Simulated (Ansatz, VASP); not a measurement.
# Two plane-wave programs on PbS

Contents of INCAR:

```
SYSTEM = PbS
PREC = Accurate ; ENCUT = 500
EDIFF = 1E-6 ; ISMEAR = 0
SIGMA = 0.1 ; LREAL = .False.
LASPH = .True. ; NELM = 200
ALGO = Normal ; ISIF = 2
LWAVE = .False. ; LCHARG = .False.
LDAU = .True. ; LDAUTYPE = 2
LDAUL = -1 1 ; LDAUU = 0 3.1
LDAUJ = 0 0 ; LDAUPRINT = 1
GGA = PE ; NBANDS = 17
GGA_COMPAT = .False.
```

KPOINTS

```
regular mesh
0
Gamma
  6 6 6
  0 0 0
```

File POSCAR:

```
PbS
1.0
    2.1126617058      1.2197458045      3.4519162518
   -2.1126617058      1.2197458045      3.4519162518
    0.0000000000     -2.4394916091      3.4519162518
Pb S
1 1
Direct
    0.9805657800      0.9805657800      0.9805657800
    0.4750355500      0.4750355500      0.4750355500
```

Input for Ansatz:

```yaml
crystal:
  lattice:
    - [2.1126617058, 1.2197458045, 3.4519162518]
    - [-2.1126617058, 1.2197458045, 3.4519162518]
    - [0.0, -2.4394916091, 3.4519162518]
  atoms:
    - { symbol: Pb, position: [0.98056578, 0.98056578, 0.98056578] }
    - { symbol: S, position: [0.47503555, 0.47503555, 0.47503555] }
basis: {}
kpoints:
  mp_grid: { grid: [6, 6, 6] }
hamiltonian:
  xc: pbe
  hubbard: { sites: [{ species: S, l: p, u_eff: 3.1 }] }
scf:
  occupations: { method: gaussian, width: 0.1 }
output:
  forces: true
  stress: true
  eigenvalues: true
```

Alike in both runs: task single point; functional PBE; k mesh 6 × 6 × 6; occupations gaussian, width 0.1 eV; no spin polarisation; Hubbard terms S p U = 3.1 eV.

|  | VASP | Ansatz |
| --- | --- | --- |
| version | VASP 6.6.1 | Ansatz 0.2.0 |
| potentials or method | VASP PAW PBE potentials, release 64 (Pb_d, S) | scalar-relativistic, plane waves, PAW |
| plane-wave cutoff (eV) | 500 | 420 |
| valence electrons in the cell | 20 | 20 |

```csv
,VASP,Ansatz,Ansatz less VASP
gap on the k mesh at the Fermi level (eV),0.38,0.95,+0.573
least direct gap on the mesh (eV),0.38,0.95,+0.573
pressure (GPa),1.1,1.7,+0.62
rms of the force components (eV/Å),0.007,0.022,+0.0151
```

The programs project onto different local orbitals, so the same U acts differently, and such runs can settle in different states. Atom by atom the forces differ by 0.015 eV/Å (rms over components).

Neither program's run includes spin-orbit coupling.
